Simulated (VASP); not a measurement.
LiY3: relaxation of cell and atoms with PBE

LiY3:

```
Li Y
1.0
     4.91971    0.00000    0.00000
     0.00000    4.91971    0.00000
     0.00000    0.00000    4.91971
Li Y
1 3
Direct
  0.00000 0.00000 0.00000
  0.50000 0.50000 0.00000
  0.50000 0.00000 0.50000
  0.00000 0.50000 0.50000
```

| Item | Value |
| --- | --- |
| Program | VASP 6.6.1 |
| Task | relaxation of cell and atoms |
| Functional | PBE |
| Potentials or basis | VASP PAW PBE potentials, release 64 (Li_sv, Y_sv) |
| Cutoff | 600 eV |
| k mesh | 5 × 5 × 5 |
| Occupations | fermi-dirac, width 0.1 eV |
| Spin | no spin polarisation |
| Target pressure | 4 GPa |
| Dipole correction | no |
| Further INCAR settings | ALGO = Normal; EDIFF = 1e-06; IBRION = 2; EDIFFG = -0.01; NSW = 80; ISIF = 3 |

- Relaxed volume: 26.76 Å³/atom
- Relaxed cell: a = 4.748 Å, b = 4.748 Å, c = 4.748 Å, α = 90.00°, β = 90.00°, γ = 90.00°
- Space group after relaxing (to 0.05 Å): Pm-3m (No. 221)
- Energy change on relaxing (the enthalpy is what falls): +35.9 meV/atom
- Ionic steps: 2
- Pressure after relaxing: 4.0 GPa
- Band gap on the k mesh: zero (band 18 reaches 3.44 eV, above the bottom of band 19 at 2.58 eV)

Step by step:
```tsv
step	energy change (eV)	largest force (eV/Å)	pressure (GPa)	volume (Å³)
1	0.0000	0.0000	0.11	119.07
2	0.1437	0.0000	3.98	107.05
```

Final structure:
```
CELL_PARAMETERS angstrom
4.74815 0.00000 0.00000
0.00000 4.74815 0.00000
0.00000 0.00000 4.74815
ATOMIC_POSITIONS crystal
Li 0.00000 0.00000 0.00000
Y 0.50000 0.50000 0.00000
Y 0.50000 0.00000 0.50000
Y 0.00000 0.50000 0.50000
```

Levels at points of the mesh, in eV from the Fermi level:
| k point | band 14 | band 15 | band 16 | band 17 | band 18 | band 19 | band 20 | band 21 | band 22 |
| --- | --- | --- | --- | --- | --- | --- | --- | --- | --- |
| (0.00, 0.00, 0.00) | -4.63 | -2.25 | -0.82 | -0.82 | -0.47 | -0.47 | -0.47 | 2.27 | 2.27 |

It took 38 s on 1 thread of Intel(R) Xeon(R) 6975P-C (Granite Rapids), with other jobs on the host, peak memory 0.26 GiB.

Caveat: the cutoff is under 1.25 times the usual one of these potentials, so pressure, stress and relaxed cells hold a basis-set (Pulay) error; the cell is relaxed towards a set pressure, so the enthalpy falls and the energy may rise.
